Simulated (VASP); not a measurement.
Wanted: the native input for a VASP 6.6.1 run.

```yaml
Task: single point
Functional: PBEsol
Dispersion: D3(BJ)
Potentials_or_basis: VASP PAW PBE potentials, release 64 (Ni, Si)
Cutoff: 520 eV
k_mesh: 8 × 8 × 8
Occupations: fermi-dirac, width 0.05 eV
Spin: collinear spin, ferromagnetic start
Starting_moments: "[1.0, 1.0, 1.0, 0.0] μB"
Dipole_correction: no
Further_INCAR_settings: ALGO = Normal; EDIFF = 1e-06; NBANDS = 29
```

The structure of SiNi3 lies in POSCAR:

```
SiNi3
1.0
    3.4272584433      0.0000000000      0.0000000000
    0.0000000000      3.4272584433      0.0000000000
    0.0000000000      0.0000000000      3.4272584433
Ni Si
3 1
Direct
    0.5000000000      0.5000000000      0.0000000000
    0.5000000000      0.0000000000      0.5000000000
    0.0000000000      0.5000000000      0.5000000000
    0.0000000000      0.0000000000      0.0000000000
```

These files were run (other wordings do the same):

INCAR

```
PREC = Accurate
ENCUT = 520
EDIFF = 1E-6
ISMEAR = -1
SIGMA = 0.05
LREAL = False
LASPH = True
NELM = 150
ALGO = Normal
ISIF = 2
LWAVE = False
LCHARG = False
ISPIN = 2
MAGMOM = 1 1 1 0
LORBIT = 11
LMAXMIX = 4
GGA = PS
IVDW = 12
NBANDS = 29
```

KPOINTS

```
Automatic mesh
0
Gamma
  8 8 8
```

Potentials or basis: VASP PAW PBE potentials, release 64 (Ni, Si).

Run with:

```console
$ cat potpaw_PBE.64/Ni/POTCAR potpaw_PBE.64/Si/POTCAR > POTCAR
$ mpirun -np 1 vasp_std > vasp.out
```

Results of the run:

- Pressure: 0.2 GPa
- Band gap on the k mesh: zero (filled and empty bands overlap)
- Net moment: 0.00 μB per cell
- Valence electrons inside the program's atomic spheres: Ni 9.63; Si 1.59
- Dispersion energy per atom: -0.472 eV

Caveat: the PAW data sets were made with another functional, which shifts forces and pressure a little; pairwise dispersion overbinds metals, which lowers pressure and volume.

Wall time 68 s on 1 thread of Intel Xeon 6975P-C, on a shared host, peak memory 0.22 GiB.
